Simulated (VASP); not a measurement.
# Mo (P6_3/mmc) in VASP: relaxation of cell and atoms with PBE

Aim: the relaxation of cell and atoms of Mo with PBE.

Program: VASP 6.6.1. These are calculated values, not measurements. Logs are shortened: lines on timing, memory, paths and dates and some standing lists are left out, and cuts for length are marked.

## Step 1: The cell of the first run

It takes space group P6_3/mmc (No. 194, hexagonal). The conventional cell has a = 2.748 Å, b = 2.748 Å, c = 4.926 Å, α = 90.00°, β = 90.00°, γ = 120.00°. Within 3.6 Å of Mo (site symmetry -6m2) lie 12 Mo at 2.75 to 2.93 Å.

This isn't the form of Mo at room conditions, which is bcc.

## Step 2: Relaxation of cell and atoms, PBE

Input file INCAR:

```
  ALGO = Fast
  EDIFF = 1E-6
  EDIFFG = -0.01
  ENCUT = 600
  GGA = PE
  IBRION = 2
  ISIF = 3
  ISMEAR = 0
  LASPH = T
  LCHARG = F
  LREAL = F
  LWAVE = F
  NELM = 100
  NSW = 80
  PREC = Accurate
  SIGMA = 0.1
```

Input file KPOINTS:

```
k-points
0
Gamma
  18 18 8
```

Input file POSCAR:

```
Mo
1.0
    2.7481324007      0.0000000000      0.0000000000
   -1.3740662004      2.3799524720      0.0000000000
    0.0000000000      0.0000000000      4.9262818377
Mo
2
Direct
    0.3333333333      0.6666666667      0.2500000000
    0.6666666667      0.3333333333      0.7500000000
```

Potentials or basis: VASP PAW PBE potentials, release 64 (Mo_sv).

Started as:

```bash
$ cat potpaw_PBE.64/Mo_sv/POTCAR > POTCAR
$ mpirun -np 1 vasp_std > vasp.out
```

OUTCAR:

```text
EDIFF = 1E-6
   EDIFFG = -0.01
   ENCUT = 600
   GGA = PE
   IBRION = 2
   ISIF = 3
   ISMEAR = 0
   LASPH = T
   LREAL = F
   NELM = 100
   NSW = 80
   PREC = Accurate

 ion  position               nearest neighbor table
   1  0.333  0.667  0.250-   2 2.93   2 2.93   2 2.93   2 2.93   2 2.93   2 2.93
   2  0.667  0.333  0.750-   1 2.93   1 2.93   1 2.93   1 2.93   1 2.93   1 2.93

  LATTYP: Found a hexagonal cell.
 ALAT       =     2.7481324007
 C/A-ratio  =     1.7925926118

  Lattice vectors:

 A1 = (   2.7481324007,   0.0000000000,   0.0000000000)
 A2 = (  -1.3740662004,   2.3799524720,   0.0000000000)
 A3 = (   0.0000000000,   0.0000000000,   4.9262818377)

Analysis of symmetry for initial positions (statically):
=====================================================================
 Subroutine PRICEL returns:
 Original cell was already a primitive cell.

 Routine SETGRP: Setting up the symmetry group for a
 hexagonal supercell.

 Subroutine GETGRP returns: Found 24 space group operations
 (whereof 12 operations were pure point group operations)
 out of a pool of 24 trial point group operations.

The static configuration has the point symmetry D_3d.
 The point group associated with its full space group is D_6h.

Analysis of symmetry for dynamics (positions and initial velocities):
=====================================================================
 Subroutine PRICEL returns:
 Original cell was already a primitive cell.

 Routine SETGRP: Setting up the symmetry group for a
 hexagonal supercell.

 Subroutine GETGRP returns: Found 24 space group operations
 (whereof 12 operations were pure point group operations)
 out of a pool of 24 trial point group operations.

The dynamic configuration has the point symmetry D_3d.
 The point group associated with its full space group is D_6h.

 Subroutine INISYM returns: Found 24 space group operations
 (whereof 12 operations are pure point group operations),
 and found     1 'primitive' translations

----------------------------------------------------------------------------------------

                                     Primitive cell

  volume of cell :      32.2200

  direct lattice vectors                    reciprocal lattice vectors
     2.748132401  0.000000000  0.000000000     0.363883487  0.210088229  0.000000000
    -1.374066200  2.379952472  0.000000000     0.000000000  0.420176458  0.000000000
     0.000000000  0.000000000  4.926281838     0.000000000  0.000000000  0.202992852

  length of vectors
     2.748132401  2.748132401  4.926281838     0.420176458  0.420176458  0.202992852
[... 95 lines left out ...]
   EFERMI =   0.00;   METHOD = LEGACY
   ISMEAR =     0;   SIGMA  =   0.10  broadening in eV -4-tet -1-fermi 0-gaus
   EFERMI_NEDOS =   21; number of points for ismear=-14 and -15
   IALGO  =     68    algorithm
   IMIX   =      4    mixing-type and parameters
     AMIX     =   0.40;   BMIX     =  1.00
     AMIX_MAG =   1.60;   BMIX_MAG =  1.00
  volume/ion in A,a.u.               =      16.11       108.72
  Fermi-wavevector in a.u.,A,eV,Ry     =   1.562257  2.952237 33.207012  2.440647
  Thomas-Fermi vector in A             =   2.665202
   LORBIT       =      0    0 simple, 1 ext, 2 COOP (PROOUT), +10 PAW based schemes
   GGA     = PE    functional components
   LHFCALC =     F    Hartree Fock is set to
   AEXX    =    0.0000 exact exchange contribution
   IVDW    =     0    specifies the selected vdW correction
   LEPSILON=     F    determine dielectric tensor
   LRPA    =     F    only Hartree local field effects (RPA)
 conjugate gradient relaxation of ions
 non-spin polarized calculation
 RMM-DIIS sequential band-by-band and
 Gauss-broadening in eV      SIGMA  =   0.10
  energy-cutoff  :      600.00
  volume of cell :       32.22
 maximum number of plane-waves:      1105
 NGX is ok and might be reduce to    24
   NGX = 11   NGY = 11   NGZ = 19

--------------------------------------- Ionic step        1  -------------------------------------------

 number of electron      27.9999997 magnetization

 Free energy of the ion-electron system (eV)
  ---------------------------------------------------
  ext. energy  EPLUGINS =         0.00000000
  ---------------------------------------------------
  free energy    TOTEN  =       -21.00282484 eV

  energy without entropy =      -20.98937553  energy(sigma->0) =      -20.99610018

------------------------ aborting loop because EDIFF is reached ----------------------------------------

  FORCE on cell =-STRESS in cart. coord.  units (eV):
  Direction    XX          YY          ZZ          XY          YZ          ZX
  --------------------------------------------------------------------------------------
  -------------------------------------------------------------------------------------
  Total        0.2979467      0.2979467     -0.1129842     -0.0000000      0.0000000     -0.0000000
  in kB       14.8157596     14.8157596     -5.6182741     -0.0000000      0.0000000     -0.0000000
  external PRESSURE =       8.0044150 kB  Pullay stress =       0.0000000 kB
[... 131 lines left out ...]
--------------------------------------- Ionic step        5  -------------------------------------------

 number of electron      27.9999995 magnetization

 Free energy of the ion-electron system (eV)
  ---------------------------------------------------
  ext. energy  EPLUGINS =         0.00000000
  ---------------------------------------------------
  free energy    TOTEN  =       -21.00401332 eV

  energy without entropy =      -20.99018053  energy(sigma->0) =      -20.99709693

 E-fermi :  11.7947     XC(G=0): -13.1858

 val. band max:       11.7947339840   @ k =   0.2778   0.1111   0.1250
 cond. band min:      11.8013533698   @ k =   0.3889   0.2222   0.0000
 fundamental gap:      0.0066193858
 Fermi energy:        11.7947349859

 k-point     1 :       0.0000    0.0000    0.0000
  band No.  band energies     occupation
      1     -49.0709      2.00000
      2     -48.9183      2.00000
      3     -23.6250      2.00000
      4     -22.5946      2.00000
      5     -22.4221      2.00000
      6     -22.4221      2.00000
[... 481 lines left out ...]
      5     -23.0888      2.00000
      6     -22.8344      2.00000
[... 10 lines left out ...]
     17      15.0543      0.00000
     18      15.7486      0.00000

 [... further k-points ...]

------------------------ aborting loop because EDIFF is reached ----------------------------------------

  FORCE on cell =-STRESS in cart. coord.  units (eV):
  Direction    XX          YY          ZZ          XY          YZ          ZX
  --------------------------------------------------------------------------------------
  -------------------------------------------------------------------------------------
  Total        0.0029343      0.0029343      0.0031832     -0.0000000      0.0000000     -0.0000000
  in kB        0.1455993      0.1455993      0.1579477     -0.0000000      0.0000000     -0.0000000
  external PRESSURE =       0.1497154 kB  Pullay stress =       0.0000000 kB
[... 17 lines left out ...]
  FREE ENERGIE OF THE ION-ELECTRON SYSTEM (eV)
  ---------------------------------------------------
  free  energy   TOTEN  =       -21.0040133247 eV

  energy  without entropy=      -20.9901805254  energy(sigma->0) =      -20.99709693

 reached required accuracy - stopping structural energy minimisation
```

CONTCAR:

```text
Mo
   1.00000000000000
     2.7570162510868097   -0.0000000000001865   -0.0000000000000000
    -1.3785081255937282    2.3876461121187882   -0.0000000000000000
     0.0000000000000000    0.0000000000000000    4.9051016803736411
  Mo
     2
Direct
     0.3333333332999970    0.6666666667000030    0.2500000000000000
     0.6666666667000030    0.3333333332999970    0.7500000000000000

  0.00000000E+00  0.00000000E+00  0.00000000E+00
  0.00000000E+00  0.00000000E+00  0.00000000E+00
```

It took 9.3 min on 1 thread of Intel Xeon 8259CL, shared host; peak memory 0.25 GiB.

Results:

```
Free energy                           : -21.0040 eV
Relaxed volume                        : 16.14 Å³/atom
Relaxed cell                          : a = 2.757 Å, b = 2.757 Å, c = 4.905 Å, α = 90.00°, β = 90.00°, γ = 120.00°
Space group after relaxing (to 0.1 Å) : P6_3/mmc (No. 194)
Energy gained by relaxing             : 0.6 meV/atom
Ionic steps                           : 5
Pressure after relaxing               : 0.0 GPa
Band gap on the k mesh                : zero (bands 14 and 15 overlap by 1.85 eV)
```

The path:
```
step  energy change (eV)  largest force (eV/Å)  pressure (GPa)  volume (Å³)
   1              0.0000                0.0000            0.80        32.22
   2              0.0012                0.0000           -2.24        32.60
   3             -0.0009                0.0000           -0.47        32.37
   4             -0.0011                0.0000            0.23        32.25
   5             -0.0012                0.0000            0.01        32.29
```

Final structure:
```
Mo
1.0
     2.75702    0.00000    0.00000
    -1.37851    2.38765    0.00000
     0.00000    0.00000    4.90510
Mo
2
Cartesian
  0.0000 1.5918 1.2263
  1.3785 0.7959 3.6788
```

Levels at points of the mesh, in eV from the Fermi level:
| k point | band 10 | band 11 | band 12 | band 13 | band 14 | band 15 | band 16 | band 17 | band 18 |
| --- | --- | --- | --- | --- | --- | --- | --- | --- | --- |
| (0.00, 0.00, 0.00) | -4.71 | -1.73 | -0.65 | -0.65 | -0.16 | -0.16 | 0.57 | 1.45 | 1.45 |
| (0.50, 0.00, 0.00) | -4.15 | -4.08 | -1.19 | -0.39 | -0.33 | -0.22 | 3.62 | 4.43 | 4.67 |
| (0.00, 0.00, 0.50) | -5.15 | -1.90 | -1.90 | -0.61 | -0.61 | -0.61 | -0.61 | 2.69 | 2.69 |
| (0.50, 0.00, 0.50) | -4.67 | -3.28 | -3.28 | 1.23 | 1.23 | 1.76 | 1.76 | 4.58 | 4.58 |
